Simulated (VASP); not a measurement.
Wanted: the native input for a VASP 6.6.1 run.

- Task: single point
- Functional: PBE
- Potentials or basis: VASP PAW PBE potentials, release 64 (Mg, Li_sv)
- Cutoff: 520 eV
- k mesh: 4 × 3 × 4
- Occupations: fermi-dirac, width 0.05 eV
- Spin: no spin polarisation
- Dipole correction: no
- Further INCAR settings: ALGO = Normal; EDIFF = 1e-06; NBANDS = 26

The structure of LiMg12 (a cell with a defect) lies in POSCAR:

```
LiMg12
1.0
    6.4200000000      0.0000000000      0.0000000000
   -4.8150000000      8.3398250000      0.0000000000
    0.0000000000      0.0000000000      5.2130400000
Mg Li
12 1
Direct
    0.1481429317      0.0606981561     -0.0416091187
    0.1687296039      0.2332467408      0.4743694658
   -0.0324736335      0.2950185406     -0.0127286574
    0.1261527990      0.5408498380      0.4711557939
    0.0167941640      0.6732939840     -0.0255405675
    0.1637037119      0.8838930073      0.4939565014
    0.5210257345     -0.0240367154      0.0633050965
    0.6341429067      0.2092630241      0.5225239016
    0.5637867244      0.3621272629      0.0194544834
    0.6594844003      0.5640496054      0.5010652134
    0.4037545014      0.5977908409     -0.0331620321
    0.6752415703      0.8942932256      0.5972923668
    0.7863728234      0.8219776794      1.1433140739
```

One way to write it, as run:

INCAR

```
SYSTEM = LiMg12
PREC = Accurate
ENCUT = 520
EDIFF = 1E-6
ISMEAR = -1
SIGMA = 0.05
LREAL = .False.
LASPH = .True.
NELM = 80
ALGO = Normal
ISIF = 2
LWAVE = .False.
LCHARG = .False.
GGA = PE
NBANDS = 26
```

KPOINTS

```
Automatic mesh
0
Gamma
  4 3 4
  0 0 0
```

Potentials or basis: VASP PAW PBE potentials, release 64 (Mg, Li_sv).

Launch:

```bash
$ cat potpaw_PBE.64/Mg/POTCAR potpaw_PBE.64/Li_sv/POTCAR > POTCAR
$ mpirun -np 1 vasp_std > vasp.out
```

It gave:

- Largest force: 0.099 eV/Å
- Band gap on the k mesh: zero (an odd number of electrons rules out a gap without spin polarisation)

It took 2.9 min on 1 thread of Oxide Virtual Turin-like Processor (shared host), peak memory 0.39 GiB.
